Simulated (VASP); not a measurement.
# CdI2 (P-3m1) in VASP: single point with PBEsol

Aim: the single point of CdI2 with PBEsol.

All numbers are computed with VASP 6.6.1; they aren't measurements. Logs are shortened: lines on timing, memory, paths and dates and some standing lists are left out, and cuts for length are marked.

## 1. The cell of the first run

Symmetry: P-3m1, No. 164, trigonal system. Conventional cell: a = 4.244 Å, b = 4.244 Å, c = 6.859 Å, α = 90.00°, β = 90.00°, γ = 120.00°. Within 3.9 Å of Cd (site symmetry -3m) lie 6 I at 2.99 Å. I (site symmetry 3m) has 3 Cd at 2.99 Å within 3.9 Å.

## 2. Single point, PBEsol

File INCAR:

```
SYSTEM = CdI2
ALGO = Normal
EDIFF = 1E-6
ENCUT = 500
GGA = PS
GGA_COMPAT = .False.
ISIF = 2
ISMEAR = 0
LASPH = .True.
LCHARG = .False.
LREAL = .False.
LWAVE = .False.
NBANDS = 20
NELM = 120
PREC = Accurate
SIGMA = 0.01
```

File KPOINTS:

```
k-points
0
Gamma
  3 3 2
  0 0 0
```

File POSCAR:

```
CdI2
1.0
    4.2440000000      0.0000000000      0.0000000000
   -2.1220000000      3.6754118100      0.0000000000
    0.0000000000      0.0000000000      6.8590000000
Cd I
1 2
Direct
    0.0000000000      0.0000000000      0.0000000000
    0.3333333333      0.6666666667      0.2492000000
    0.6666666667      0.3333333333      0.7508000000
```

Potentials or basis: VASP PAW PBE potentials, release 64 (Cd, I).

Launch:

```bash
cat potpaw_PBE.64/Cd/POTCAR potpaw_PBE.64/I/POTCAR > POTCAR
mpirun -np 1 vasp_std > vasp.out
```

OUTCAR:

```text
SYSTEM = CdI2
   EDIFF = 1E-6
   ENCUT = 500
   GGA = PS
   ISIF = 2
   ISMEAR = 0
   LASPH = .True.
   LREAL = .False.
   NELM = 120
   PREC = Accurate

 ion  position               nearest neighbor table
   1  0.000  0.000  0.000-   2 2.99   3 2.99   3 2.99   2 2.99   3 2.99   2 2.99
   2  0.333  0.667  0.249-   1 2.99   1 2.99   1 2.99
   3  0.667  0.333  0.751-   1 2.99   1 2.99   1 2.99

  LATTYP: Found a hexagonal cell.
 ALAT       =     4.2440000000
 C/A-ratio  =     1.6161639962

  Lattice vectors:

 A1 = (   4.2440000000,   0.0000000000,   0.0000000000)
 A2 = (  -2.1220000000,   3.6754118100,   0.0000000000)
 A3 = (   0.0000000000,   0.0000000000,   6.8590000000)

Analysis of symmetry for initial positions (statically):
=====================================================================
 Subroutine PRICEL returns:
 Original cell was already a primitive cell.

 Routine SETGRP: Setting up the symmetry group for a
 hexagonal supercell.

 Subroutine GETGRP returns: Found 12 space group operations
 (whereof 12 operations were pure point group operations)
 out of a pool of 24 trial point group operations.

The static configuration has the point symmetry D_3d.

Analysis of symmetry for dynamics (positions and initial velocities):
=====================================================================
 Subroutine PRICEL returns:
 Original cell was already a primitive cell.

 Routine SETGRP: Setting up the symmetry group for a
 hexagonal supercell.

 Subroutine GETGRP returns: Found 12 space group operations
 (whereof 12 operations were pure point group operations)
 out of a pool of 24 trial point group operations.

The dynamic configuration has the point symmetry D_3d.

 Subroutine INISYM returns: Found 12 space group operations
 (whereof 12 operations are pure point group operations),
 and found     1 'primitive' translations

----------------------------------------------------------------------------------------

                                     Primitive cell

  volume of cell :     106.9898

  direct lattice vectors                    reciprocal lattice vectors
     4.244000000  0.000000000  0.000000000     0.235626767  0.136039178  0.000000000
    -2.122000000  3.675411810  0.000000000     0.000000000  0.272078355  0.000000000
     0.000000000  0.000000000  6.859000000     0.000000000  0.000000000  0.145793847

  length of vectors
     4.244000000  4.243999997  6.859000000     0.272078355  0.272078355  0.145793847

  position of ions in fractional coordinates (direct lattice)
     0.000000000  0.000000000  0.000000000
     0.333333333  0.666666667  0.249200000
     0.666666667  0.333333333  0.750800000

  ion indices of the primitive-cell ions
   primitive index   ion index
                 1           1
                 2           2
                 3           3

----------------------------------------------------------------------------------------

 KPOINTS: k-points

Automatic generation of k-mesh.
 Grid dimensions read from file:
 generate k-points for:    3    3    2

 Generating k-lattice:

  Cartesian coordinates                     Fractional coordinates (reciprocal lattice)
     0.078542256  0.045346393  0.000000000     0.333333333  0.000000000  0.000000000
     0.000000000  0.090692785  0.000000000     0.000000000  0.333333333  0.000000000
     0.000000000  0.000000000  0.072896924     0.000000000  0.000000000  0.500000000

  Length of vectors
     0.090692785  0.090692785  0.072896924

  Shift w.r.t. Gamma in fractional coordinates (k-lattice)
     0.000000000  0.000000000  0.000000000

 Subroutine IBZKPT returns following result:
 ===========================================

 Found      6 irreducible k-points:

 Following reciprocal coordinates:
            Coordinates               Weight
  0.000000  0.000000  0.000000      1.000000
  0.333333  0.000000  0.000000      6.000000
  0.333333  0.333333  0.000000      2.000000
  0.000000  0.000000  0.500000      1.000000
  0.333333  0.000000  0.500000      6.000000
  0.333333  0.333333  0.500000      2.000000
   k-points           NKPTS =      6   k-points in BZ     NKDIM =      6   number of bands    NBANDS=     20
   number of dos      NEDOS =    301   number of ions     NIONS =      3
   total plane-waves  NPLWV =  51200
   dimension x,y,z NGX =    32 NGY =   32 NGZ =   50
   dimension x,y,z NGXF=    64 NGYF=   64 NGZF=  100
   ions per type =               1   2
   NGX,Y,Z   is equivalent  to a cutoff of  12.54, 12.54, 12.12 a.u.
   NGXF,Y,Z  is equivalent  to a cutoff of  25.07, 25.07, 24.24 a.u.
 SYSTEM =  CdI2
   PREC   = accura    normal or accurate (medium, high low for compatibility)
   ISTART =      0    job   : 0-new  1-cont  2-samecut
   ICHARG =      2    charge: 1-file 2-atom 10-const
   ISPIN  =      1    spin polarized calculation?
   LNONCOLLINEAR =      F non collinear calculations
   LSORBIT =      F    spin-orbit coupling
   LASPH  =      T    aspherical Exc in radial PAW
   ENCUT  =  500.0 eV  36.75 Ry    6.06 a.u.   7.74  7.74 12.51*2*pi/ulx,y,z
   NELM   =    120;   NELMIN=  2; NELMDL= -5     # of ELM steps
   EDIFF  = 0.1E-05   stopping-criterion for ELM
   LREAL  =      F    real-space projection
   EDIFFG = 0.1E-04   stopping-criterion for IOM
   NSW    =      0    number of steps for IOM
   IBRION =     -1    ionic relax: 0-MD 1-quasi-New 2-CG
   NFREE  =      0    steps in history (QN), initial steepest desc. (CG)
   ISIF   =      2    stress and relaxation
   ISYM   =      2    0-nonsym 1-usesym 2-fastsym
   POTIM  = 0.5000    time-step for ionic-motion
   TEBEG  =    0.0;   TEEND  =   0.0 temperature during run
   PSTRESS=    0.0 pullay stress
   NELECT =      26.0000    total number of electrons
   NUPDOWN=      -1.0000    fix difference up-down
   EMIN   =  10.00;   EMAX   =-10.00  energy-range for DOS
   EFERMI =   0.00;   METHOD = LEGACY
   ISMEAR =     0;   SIGMA  =   0.01  broadening in eV -4-tet -1-fermi 0-gaus
   EFERMI_NEDOS =   21; number of points for ismear=-14 and -15
   IALGO  =     38    algorithm
   IMIX   =      4    mixing-type and parameters
     AMIX     =   0.40;   BMIX     =  1.00
     AMIX_MAG =   1.60;   BMIX_MAG =  1.00
  volume/ion in A,a.u.               =      35.66       240.67
  Fermi-wavevector in a.u.,A,eV,Ry     =   1.021610  1.930563 14.200229  1.043687
  Thomas-Fermi vector in A             =   2.155244
   LORBIT       =      0    0 simple, 1 ext, 2 COOP (PROOUT), +10 PAW based schemes
   GGA     = PS    functional components
   LHFCALC =     F    Hartree Fock is set to
   AEXX    =    0.0000 exact exchange contribution
   IVDW    =     0    specifies the selected vdW correction
   LEPSILON=     F    determine dielectric tensor
   LRPA    =     F    only Hartree local field effects (RPA)
 non-spin polarized calculation
 Gauss-broadening in eV      SIGMA  =   0.01
  energy-cutoff  :      500.00
  volume of cell :      106.99
 maximum number of plane-waves:      2738
 NGX is ok and might be reduce to    32
   NGX = 15   NGY = 15   NGZ = 25

 number of electron      25.9999995 magnetization

 Free energy of the ion-electron system (eV)
  ---------------------------------------------------
  ext. energy  EPLUGINS =         0.00000000
  ---------------------------------------------------
  free energy    TOTEN  =        -6.22832606 eV

  energy without entropy =       -6.22832606  energy(sigma->0) =       -6.22832606

 E-fermi :   2.0331     XC(G=0):  -8.7410

 val. band max:        1.9305614463   @ k =   0.0000   0.0000   0.5000
 cond. band min:       4.2870969983   @ k =   0.0000   0.0000   0.0000
 fundamental gap:      2.3565355520
 Fermi energy:         2.0330815750

 k-point     1 :       0.0000    0.0000    0.0000
  band No.  band energies     occupation
      1     -10.2229      2.00000
      2      -9.4996      2.00000
      3      -5.6621      2.00000
      4      -5.6621      2.00000
      5      -5.5512      2.00000
      6      -5.4608      2.00000
[... 12 lines left out ...]
     19      10.9004      0.00000
     20      11.0251      0.00000

 k-point     2 :       0.3333    0.0000    0.0000
  band No.  band energies     occupation
      1      -9.7741      2.00000
      2      -9.4591      2.00000
      3      -5.6251      2.00000
      4      -5.5456      2.00000
      5      -5.4682      2.00000
      6      -5.4213      2.00000
[... 12 lines left out ...]
     19      10.3379      0.00000
     20      10.9818      0.00000

 k-point     3 :       0.3333    0.3333    0.0000
  band No.  band energies     occupation
      1      -9.4750      2.00000
      2      -9.4750      2.00000
      3      -5.5032      2.00000
      4      -5.5032      2.00000
      5      -5.4379      2.00000
      6      -5.4167      2.00000
[... 12 lines left out ...]
     19      10.1903      0.00000
     20      10.1903      0.00000

 k-point     4 :       0.0000    0.0000    0.5000
  band No.  band energies     occupation
      1     -10.0495      2.00000
      2      -9.7242      2.00000
      3      -5.6617      2.00000
      4      -5.6617      2.00000
      5      -5.5396      2.00000
      6      -5.4609      2.00000
[... 12 lines left out ...]
     19      10.2383      0.00000
     20      10.3920      0.00000

 k-point     5 :       0.3333    0.0000    0.5000
  band No.  band energies     occupation
      1      -9.6709      2.00000
      2      -9.5670      2.00000
      3      -5.6262      2.00000
      4      -5.5513      2.00000
      5      -5.4635      2.00000
      6      -5.4213      2.00000
[... 12 lines left out ...]
     19      10.9373      0.00000
     20      11.1367      0.00000

 k-point     6 :       0.3333    0.3333    0.5000
  band No.  band energies     occupation
      1      -9.4739      2.00000
      2      -9.4739      2.00000
      3      -5.4967      2.00000
      4      -5.4967      2.00000
      5      -5.4359      2.00000
      6      -5.4109      2.00000
[... 12 lines left out ...]
     19      10.8273      0.00000
     20      10.8273      0.00000

------------------------ aborting loop because EDIFF is reached ----------------------------------------

  FORCE on cell =-STRESS in cart. coord.  units (eV):
  Direction    XX          YY          ZZ          XY          YZ          ZX
  --------------------------------------------------------------------------------------
  -------------------------------------------------------------------------------------
  Total        0.4204627      0.4204627     -0.1939965      0.0000000     -0.0000000      0.0000000
  in kB        6.2964511      6.2964511     -2.9051076      0.0000000     -0.0000000      0.0000000
  external PRESSURE =       3.2292649 kB  Pullay stress =       0.0000000 kB

 VOLUME and BASIS-vectors are now :
 -----------------------------------------------------------------------------
  energy-cutoff  :      500.00
  volume of cell :      106.99
      direct lattice vectors                 reciprocal lattice vectors
     4.244000000  0.000000000  0.000000000     0.235626767  0.136039178  0.000000000
    -2.122000000  3.675411810  0.000000000     0.000000000  0.272078355  0.000000000
     0.000000000  0.000000000  6.859000000     0.000000000  0.000000000  0.145793847

 POSITION                                       TOTAL-FORCE (eV/Angst)
 -----------------------------------------------------------------------------------
      0.00000      0.00000      0.00000         0.000000      0.000000      0.000000
     -0.00000      2.45027      1.70926         0.000000      0.000000     -0.076172
      2.12200      1.22514      5.14974        -0.000000      0.000000      0.076172
 -----------------------------------------------------------------------------------
    total drift:                                0.000000     -0.000000      0.000000

  FREE ENERGIE OF THE ION-ELECTRON SYSTEM (eV)
  ---------------------------------------------------
  free  energy   TOTEN  =        -6.2283260650 eV

  energy  without entropy=       -6.2283260650  energy(sigma->0) =       -6.22832606
```

Wall time 17 s (1 thread of AMD EPYC 7R13 (Zen 3), shared host); peak memory 0.18 GiB.

What came out:

| Item | Value |
| --- | --- |
| Free energy | -6.2283 eV |
| Pressure | 0.3 GPa |
| Largest force | 0.076 eV/Å |
| Band gap on the k mesh | 2.36 eV, indirect (least direct gap 2.48 eV) |

Forces in eV/Å, atoms in the order of the input:
```
Cd   0.000  0.000  0.000
I    0.000  0.000 -0.076
I    0.000  0.000  0.076
```

Caveat: the k points lie up to 0.57 Å⁻¹ apart; the PAW data sets were made with another functional, which shifts forces and pressure a little; spin-orbit coupling is left out, which moves the levels of the heavy elements; this functional lacks dispersion, which binds the layers, so the pressure and a relaxed spacing across them are unreliable.
